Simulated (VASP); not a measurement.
# Si3S2 (Im-3m) in VASP: a series of runs, part 2 of 2

VASP 6.6.1.

### Step 6. Relaxation of cell and atoms, PBE

This run uses another cell than the first one, of 35.88 Å³/atom.

Input file INCAR:

```
  PREC = Accurate
  ENCUT = 600
  EDIFF = 1E-7
  ISMEAR = 0
  SIGMA = 0.1
  LREAL = False
  LASPH = True
  NELM = 100
  ALGO = Normal
  ISIF = 3
  LWAVE = False
  LCHARG = False
  GGA = PE
  IBRION = 2
  NSW = 100
  EDIFFG = -0.01
```

Input file KPOINTS:

```
regular mesh
0
Gamma
  6 6 6
```

Input file POSCAR:

```
Si3S2
1.0
   -4.4763831163      4.4763831163      4.4763831163
    4.4763831163     -4.4763831163      4.4763831163
    4.4763831163      4.4763831163     -4.4763831163
Si S
6 4
Direct
    0.0000000000      0.2517221316      0.2517221316
    0.0000000000      0.7482778684      0.7482778684
    0.2517221316      0.0000000000      0.2517221316
    0.7482778684      0.0000000000      0.7482778684
    0.2517221316      0.2517221316      0.0000000000
    0.7482778684      0.7482778684      0.0000000000
    0.0000000000      0.0000000000      0.0000000000
    0.0000000000      0.5000000000      0.5000000000
    0.5000000000      0.0000000000      0.5000000000
    0.5000000000      0.5000000000      0.0000000000
```

Potentials or basis: VASP PAW PBE potentials, release 64 (Si, S).

Started as:

```
cat potpaw_PBE.64/Si/POTCAR potpaw_PBE.64/S/POTCAR > POTCAR
mpirun -np 1 vasp_std > vasp.out
```

OUTCAR:

```text
PREC = Accurate
   ENCUT = 600
   EDIFF = 1E-7
   ISMEAR = 0
   LREAL = False
   LASPH = True
   NELM = 100
   ISIF = 3
   GGA = PE
   IBRION = 2
   NSW = 100
   EDIFFG = -0.01

 ion  position               nearest neighbor table
   1  0.000  0.252  0.252-   8 2.22   7 2.25
   2  0.000  0.748  0.748-   8 2.22   7 2.25
   3  0.252  0.000  0.252-   9 2.22   7 2.25
   4  0.748  0.000  0.748-   9 2.22   7 2.25
   5  0.252  0.252  0.000-  10 2.22   7 2.25
   6  0.748  0.748  0.000-  10 2.22   7 2.25
   7  0.000  0.000  0.000-   1 2.25   2 2.25   3 2.25   4 2.25   5 2.25   6 2.25
   8  0.000  0.500  0.500-   1 2.22   2 2.22
   9  0.500  0.000  0.500-   3 2.22   4 2.22
  10  0.500  0.500  0.000-   5 2.22   6 2.22

  LATTYP: Found a body centered cubic cell.
 ALAT       =     8.9527662326

  Lattice vectors:

 A1 = (  -4.4763831163,   4.4763831163,   4.4763831163)
 A2 = (   4.4763831163,  -4.4763831163,   4.4763831163)
 A3 = (   4.4763831163,   4.4763831163,  -4.4763831163)

Analysis of symmetry for initial positions (statically):
=====================================================================
 Subroutine PRICEL returns:
 Original cell was already a primitive cell.

 Routine SETGRP: Setting up the symmetry group for a
 body centered cubic supercell.

 Subroutine GETGRP returns: Found 48 space group operations
 (whereof 48 operations were pure point group operations)
 out of a pool of 48 trial point group operations.

The static configuration has the point symmetry O_h .

Analysis of symmetry for dynamics (positions and initial velocities):
=====================================================================
 Subroutine PRICEL returns:
 Original cell was already a primitive cell.

 Routine SETGRP: Setting up the symmetry group for a
 body centered cubic supercell.

 Subroutine GETGRP returns: Found 48 space group operations
 (whereof 48 operations were pure point group operations)
 out of a pool of 48 trial point group operations.

The dynamic configuration has the point symmetry O_h .

 Subroutine INISYM returns: Found 48 space group operations
 (whereof 48 operations are pure point group operations),
 and found     1 'primitive' translations

----------------------------------------------------------------------------------------

                                     Primitive cell

  volume of cell :     358.7912

  direct lattice vectors                    reciprocal lattice vectors
    -4.476383116  4.476383116  4.476383116     0.000000000  0.111697321  0.111697321
     4.476383116 -4.476383116  4.476383116     0.111697321  0.000000000  0.111697321
     4.476383116  4.476383116 -4.476383116     0.111697321  0.111697321  0.000000000

  length of vectors
     7.753322992  7.753322992  7.753322992     0.157963866  0.157963866  0.157963866

  position of ions in fractional coordinates (direct lattice)
     0.000000000  0.251722132  0.251722132
     0.000000000  0.748277868  0.748277868
     0.251722132  0.000000000  0.251722132
     0.748277868  0.000000000  0.748277868
     0.251722132  0.251722132  0.000000000
     0.748277868  0.748277868  0.000000000
     0.000000000  0.000000000  0.000000000
     0.000000000  0.500000000  0.500000000
     0.500000000  0.000000000  0.500000000
     0.500000000  0.500000000  0.000000000

  ion indices of the primitive-cell ions
   primitive index   ion index
                 1           1
                 2           2
                 3           3
                 4           4
                 5           5
                 6           6
                 7           7
                 8           8
                 9           9
                10          10

----------------------------------------------------------------------------------------

 KPOINTS: regular mesh

Automatic generation of k-mesh.
 Grid dimensions read from file:
 generate k-points for:    6    6    6

 Generating k-lattice:

  Cartesian coordinates                     Fractional coordinates (reciprocal lattice)
     0.000000000  0.018616220  0.018616220     0.166666667  0.000000000  0.000000000
     0.018616220  0.000000000  0.018616220     0.000000000  0.166666667  0.000000000
     0.018616220  0.018616220  0.000000000     0.000000000  0.000000000  0.166666667

  Length of vectors
     0.026327311  0.026327311  0.026327311

  Shift w.r.t. Gamma in fractional coordinates (k-lattice)
     0.000000000  0.000000000  0.000000000

 Subroutine IBZKPT returns following result:
 ===========================================

 Found     16 irreducible k-points:

 Following reciprocal coordinates:
            Coordinates               Weight
  0.000000  0.000000  0.000000      1.000000
  0.166667  0.000000  0.000000     12.000000
  0.333333  0.000000  0.000000     12.000000
  0.500000  0.000000  0.000000      6.000000
  0.166667  0.166667  0.000000     24.000000
  0.333333  0.166667  0.000000     48.000000
[... 8 lines left out ...]
  0.500000  0.500000  0.333333     12.000000
  0.500000  0.500000  0.500000      1.000000
   k-points           NKPTS =     16   k-points in BZ     NKDIM =     16   number of bands    NBANDS=     30
   number of dos      NEDOS =    301   number of ions     NIONS =     10
   total plane-waves  NPLWV = 262144
   dimension x,y,z NGX =    64 NGY =   64 NGZ =   64
   dimension x,y,z NGXF=   128 NGYF=  128 NGZF=  128
   ions per type =               6   4
   NGX,Y,Z   is equivalent  to a cutoff of  13.72, 13.72, 13.72 a.u.
   NGXF,Y,Z  is equivalent  to a cutoff of  27.45, 27.45, 27.45 a.u.
 SYSTEM =  unknown system
   PREC   = accura    normal or accurate (medium, high low for compatibility)
   ISTART =      0    job   : 0-new  1-cont  2-samecut
   ICHARG =      2    charge: 1-file 2-atom 10-const
   ISPIN  =      1    spin polarized calculation?
   LNONCOLLINEAR =      F non collinear calculations
   LSORBIT =      F    spin-orbit coupling
   LASPH  =      T    aspherical Exc in radial PAW
   ENCUT  =  600.0 eV  44.10 Ry    6.64 a.u.  15.49 15.49 15.49*2*pi/ulx,y,z
   NELM   =    100;   NELMIN=  2; NELMDL= -5     # of ELM steps
   EDIFF  = 0.1E-06   stopping-criterion for ELM
   LREAL  =      F    real-space projection
   EDIFFG = -.1E-01   stopping-criterion for IOM
   NSW    =    100    number of steps for IOM
   IBRION =      2    ionic relax: 0-MD 1-quasi-New 2-CG
   NFREE  =      1    steps in history (QN), initial steepest desc. (CG)
   ISIF   =      3    stress and relaxation
   ISYM   =      2    0-nonsym 1-usesym 2-fastsym
   POTIM  = 0.5000    time-step for ionic-motion
   TEBEG  =    0.0;   TEEND  =   0.0 temperature during run
   PSTRESS=    0.0 pullay stress
   NELECT =      48.0000    total number of electrons
   NUPDOWN=      -1.0000    fix difference up-down
   EMIN   =  10.00;   EMAX   =-10.00  energy-range for DOS
   EFERMI =   0.00;   METHOD = LEGACY
   ISMEAR =     0;   SIGMA  =   0.10  broadening in eV -4-tet -1-fermi 0-gaus
   EFERMI_NEDOS =   21; number of points for ismear=-14 and -15
   IALGO  =     38    algorithm
   IMIX   =      4    mixing-type and parameters
     AMIX     =   0.40;   BMIX     =  1.00
     AMIX_MAG =   1.60;   BMIX_MAG =  1.00
  volume/ion in A,a.u.               =      35.88       242.12
  Fermi-wavevector in a.u.,A,eV,Ry     =   0.837288  1.582244  9.538372  0.701051
  Thomas-Fermi vector in A             =   1.951153
   LORBIT       =      0    0 simple, 1 ext, 2 COOP (PROOUT), +10 PAW based schemes
   GGA     = PE    functional components
   LHFCALC =     F    Hartree Fock is set to
   AEXX    =    0.0000 exact exchange contribution
   IVDW    =     0    specifies the selected vdW correction
   LEPSILON=     F    determine dielectric tensor
   LRPA    =     F    only Hartree local field effects (RPA)
 conjugate gradient relaxation of ions
 non-spin polarized calculation
 Gauss-broadening in eV      SIGMA  =   0.10
  energy-cutoff  :      600.00
  volume of cell :      358.79
 maximum number of plane-waves:     12014
 NGX is ok and might be reduce to    64
   NGX = 31   NGY = 31   NGZ = 31

--------------------------------------- Ionic step        1  -------------------------------------------

 number of electron      48.0000004 magnetization

 Free energy of the ion-electron system (eV)
  ---------------------------------------------------
  ext. energy  EPLUGINS =         0.00000000
  ---------------------------------------------------
  free energy    TOTEN  =       -39.12025350 eV

  energy without entropy =      -39.07857681  energy(sigma->0) =      -39.09941515

------------------------ aborting loop because EDIFF is reached ----------------------------------------

  FORCE on cell =-STRESS in cart. coord.  units (eV):
  Direction    XX          YY          ZZ          XY          YZ          ZX
  --------------------------------------------------------------------------------------
  -------------------------------------------------------------------------------------
  Total       -0.8951484     -0.8951484     -0.8951484      0.0000000      0.0000000     -0.0000000
  in kB       -3.9972735     -3.9972735     -3.9972735      0.0000000      0.0000000     -0.0000000
  external PRESSURE =      -3.9972735 kB  Pullay stress =       0.0000000 kB
[... 163 lines left out ...]
--------------------------------------- Ionic step        5  -------------------------------------------

 number of electron      48.0000004 magnetization

 Free energy of the ion-electron system (eV)
  ---------------------------------------------------
  ext. energy  EPLUGINS =         0.00000000
  ---------------------------------------------------
  free energy    TOTEN  =       -39.12720090 eV

  energy without entropy =      -39.08745577  energy(sigma->0) =      -39.10732833

 E-fermi :   1.2532     XC(G=0):  -6.8848

 val. band max:        1.2170883299   @ k =  -0.3333   0.3333   0.1667
 cond. band min:       1.2668349323   @ k =   0.1667   0.1667   0.0000
 fundamental gap:      0.0497466024
 Fermi energy:         1.2532496626

 k-point     1 :       0.0000    0.0000    0.0000
  band No.  band energies     occupation
      1     -15.1500      2.00000
      2     -12.0440      2.00000
      3     -11.9985      2.00000
      4     -11.9985      2.00000
      5      -8.2896      2.00000
      6      -8.2896      2.00000
[... 554 lines left out ...]
  FREE ENERGIE OF THE ION-ELECTRON SYSTEM (eV)
  ---------------------------------------------------
  free  energy   TOTEN  =       -39.1272008971 eV

  energy  without entropy=      -39.0874557719  energy(sigma->0) =      -39.10732833

 reached required accuracy - stopping structural energy minimisation
```

Wall time 7.5 min (1 thread of AMD EPYC 9R45 (Zen 5), shared host); peak memory 0.66 GiB.

Results:

```yaml
Free_energy: -39.1272 eV
Relaxed_volume: 35.36 Å³/atom
Relaxed_cell: a = 7.716 Å, b = 7.716 Å, c = 7.716 Å, α = 109.47°, β = 109.47°, γ = 109.47°
Space_group_after_relaxing_to_0.1_Å: Im-3m (No. 229)
Energy_gained_by_relaxing: 0.7 meV/atom
Ionic_steps: 5
Pressure_after_relaxing: 0.0 GPa
Largest_force_after_relaxing: 0.005 eV/Å
Band_gap_on_the_k_mesh: zero (bands 24 and 25 overlap by 1.68 eV)
```

Forces in eV/Å, atoms in the order of the input:
```
Si  -0.005  0.000  0.000
Si   0.005  0.000  0.000
Si   0.000 -0.005  0.000
Si   0.000  0.005  0.000
Si   0.000  0.000 -0.005
Si   0.000  0.000  0.005
S    0.000  0.000  0.000
S    0.000  0.000  0.000
S    0.000  0.000  0.000
S    0.000  0.000  0.000
```

Step by step:
```csv
step,energy change (eV),largest force (eV/Å),pressure (GPa),volume (Å³)
1,0.0000,0.0642,-0.40,358.79
2,-0.0069,0.0101,-0.04,354.16
3,-0.0069,0.0153,-0.01,353.85
4,-0.0069,0.0170,0.00,353.75
5,-0.0069,0.0048,0.01,353.60
```

Final structure:
```xyz
10
Lattice="-4.4547 4.4547 4.4547 4.4547 -4.4547 4.4547 4.4547 4.4547 -4.4547" Properties=species:S:1:pos:R:3 pbc="T T T"
Si    2.2453    0.0000    0.0000
Si    6.6641    0.0000    0.0000
Si    0.0000    2.2453    0.0000
Si    0.0000    6.6641    0.0000
Si    0.0000    0.0000    2.2453
Si    0.0000    0.0000    6.6641
S     0.0000    0.0000    0.0000
S     4.4547    0.0000    0.0000
S     0.0000    4.4547    0.0000
S     0.0000    0.0000    4.4547
```

Levels at points of the mesh, in eV from the Fermi level:
```tsv
k point	band 20	band 21	band 22	band 23	band 24	band 25	band 26	band 27	band 28	band 29
(0.00, 0.00, 0.00)	-2.07	-2.07	-2.07	0.72	0.72	0.72	1.87	1.87	1.87	2.06
(0.50, 0.00, 0.00)	-2.15	-2.13	-1.35	-1.31	-0.76	0.02	0.31	0.49	0.50	1.29
(0.50, 0.50, 0.50)	-1.91	-1.91	-1.91	0.61	0.61	0.61	1.88	1.88	1.88	1.91
```

### Step 7. The runs side by side

```tsv
task	cell	k mesh	cutoff (eV)	gap on the mesh (eV)	pressure (GPa)	relaxed volume (Å³/atom)	largest force (eV/Å)
single point	a = 6.344 Å, angles 109.5°, 10 atoms, atomic positions A	4 × 4 × 4	520	none	68.1	-	15.34
single point	a = 7.753 Å, angles 109.5°, 10 atoms, atomic positions B	4 × 4 × 4	520	none	-0.1	-	0.04
single point	a = 7.718 Å, angles 109.5°, 10 atoms, atomic positions C	6 × 6 × 6	520	none	0.0	-	0.01
relaxation of cell and atoms	relaxed from a = 6.344 Å, angles 109.5°, 10 atoms, atomic positions A	4 × 4 × 4	600	none	0.1	35.64	0.04
relaxation of cell and atoms	relaxed from a = 7.753 Å, angles 109.5°, 10 atoms, atomic positions B	6 × 6 × 6	600	none	0.0	35.36	-
```

Alike in all rows: level PBE; potentials or basis VASP PAW PBE potentials, release 64 (Si, S); no spin polarisation; smearing gaussian 0.1 eV.

Caveats: the cell stands under pressure (at least some runs); forces of over 1 eV/Å act on the atoms, so gaps and moduli don't describe the material at rest (at least some runs); the volume moved by over 15 % at a fixed basis, so the end points are rough (at least some runs).

Total energies depend on the potentials used, so only differences within one code and one set of settings carry meaning.

The gap in the log of VASP goes by the Fermi energy; the results here count the filled bands.